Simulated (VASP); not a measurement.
Write the native input for VASP 6.6.1 that does the following.

```
Task                   : single point
Functional             : PBE
Potentials or basis    : VASP PAW PBE potentials, release 64 (Te, Mo_sv)
Cutoff                 : 520 eV
k mesh                 : 9 × 9 × 2
Occupations            : gaussian, width 0.05 eV
Spin                   : no spin polarisation
Dipole correction      : no
Further INCAR settings : ALGO = Normal; EDIFF = 1e-07; NBANDS = 35
```

The structure of Te2Mo lies in POSCAR:

```
Te2Mo
1.0
   -1.7785332447     -3.0805099428      0.0000000000
    1.7785332447     -3.0805099428      0.0000000000
    0.0000000000      0.0000000000     14.9047171722
Te Mo
4 2
Direct
    0.6666666667      0.6666666667      0.1337329909
    0.3333333333      0.3333333333      0.6437969189
    0.6666666667      0.6666666667      0.3763309370
    0.3333333333      0.3333333333      0.8863948650
    0.6666666667      0.6666666667      0.7650958920
    0.3333333333      0.3333333333      0.2550319640
```

The input as run:

INCAR

```
SYSTEM = Te2Mo
PREC = Accurate
ENCUT = 520
EDIFF = 1E-7
ISMEAR = 0
SIGMA = 0.05
LREAL = .False.
LASPH = .True.
NELM = 100
ALGO = Normal
ISIF = 2
LWAVE = .False.
LCHARG = .False.
GGA = PE
NBANDS = 35
```

KPOINTS

```
regular mesh
0
Gamma
  9 9 2
  0 0 0
```

Potentials or basis: VASP PAW PBE potentials, release 64 (Te, Mo_sv).

Launch:

```sh
$ cat potpaw_PBE.64/Te/POTCAR potpaw_PBE.64/Mo_sv/POTCAR > POTCAR
$ mpirun -np 1 vasp_std > vasp.out
```

Results of the run:

```json
{
 "Pressure": "0.1 GPa",
 "Largest force": "0.013 eV/Å",
 "Band gap on the k mesh": "0.99 eV, indirect (least direct gap 1.02 eV)"
}
```

Caveat: spin-orbit coupling is left out, which moves the levels of the heavy elements; this functional lacks dispersion, which binds the layers, so the pressure and a relaxed spacing across them are unreliable.

Run time: 110 s on 1 thread of Intel(R) Xeon(R) 6975P-C (Granite Rapids) (shared host), peak memory 0.34 GiB.
